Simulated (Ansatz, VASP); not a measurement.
## ZnSe in VASP and in Ansatz

File INCAR:

```
  PREC = Accurate
  ENCUT = 520
  EDIFF = 1E-6
  ISMEAR = 0
  SIGMA = 0.02
  LREAL = F
  LASPH = T
  NELM = 80
  ALGO = Normal
  ISIF = 2
  LWAVE = F
  LCHARG = F
  GGA = PE
  NBANDS = 16
```

The input KPOINTS:

```
regular mesh
0
Gamma
  8 8 8
```

File POSCAR:

```
ZnSe
1.0
    0.0000000000      2.9592806640      2.9592806640
    2.9592806640      0.0000000000      2.9592806640
    2.9592806640      2.9592806640      0.0000000000
Zn Se
1 1
Direct
    0.0000000000      0.0000000000      0.0000000000
    0.7500000000      0.7500000000      0.7500000000
```

Input for Ansatz:

```yaml
crystal:
  lattice:
    - [0.0, 2.959280664, 2.959280664]
    - [2.959280664, 0.0, 2.959280664]
    - [2.959280664, 2.959280664, 0.0]
  atoms:
    - { symbol: Zn, position: [0.0, 0.0, 0.0] }
    - { symbol: Se, position: [0.75, 0.75, 0.75] }
basis:
  ecutwfc: 420
kpoints:
  mp_grid: { grid: [8, 8, 8] }
hamiltonian:
  xc: pbe
scf:
  occupations: { method: gaussian, width: 0.02 }
output:
  forces: true
  stress: true
  eigenvalues: true
  populations: true
```

Alike in both runs: task single point; functional PBE; k mesh 8 × 8 × 8; occupations gaussian, width 0.02 eV; no spin polarisation.

|  | VASP | Ansatz |
| --- | --- | --- |
| version | VASP 6.6.1 | Ansatz 0.2.0 |
| potentials or method | VASP PAW PBE potentials, release 64 (Zn, Se), cutoff 520 eV | scalar-relativistic, plane waves, PAW |
| valence electrons in the cell | 18 | 28 |

Ansatz gave:

```
gap on the k mesh at the Fermi level (eV) : 0.79
least direct gap on the mesh (eV)         : 0.79
pressure (GPa)                            : -4.4
```

Which values does VASP return?

gap on the k mesh at the Fermi level (eV): 0.79; least direct gap on the mesh (eV): 0.79; pressure (GPa): -4.2.

VASP's potentials hold 18 valence electrons a cell and Ansatz's 28, so a difference there can come from the potentials and not from the codes.
